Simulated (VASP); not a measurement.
Runs of VASP 6.6.1 on Cu. Symmetry: Fm-3m, No. 225, cubic system. The conventional cell has a = 3.615 Å, b = 3.615 Å, c = 3.615 Å, α = 90.00°, β = 90.00°, γ = 90.00°. Within 3.4 Å of Cu (site symmetry m-3m) lie 12 Cu at 2.56 Å. 

```csv
smearing,gap on the mesh (eV),pressure (GPa)
gaussian 0.2 eV,none,2.1
gaussian 0.3 eV,none,(a)
gaussian 0.1 eV,none,2.1
gaussian 0.5 eV,none,2.4
```

Alike in all rows: task single point; level PBE; potentials or basis VASP PAW PBE potentials, release 64 (Cu); no spin polarisation; cell as given; k mesh 11 × 11 × 11; cutoff (eV) 600.

Estimate the missing entries.

(a) 2.2.

Caveats: so wide a smearing shifts energies and pressures (at least some runs).

A gap of «none» marks levels without a gap at the run's occupations.
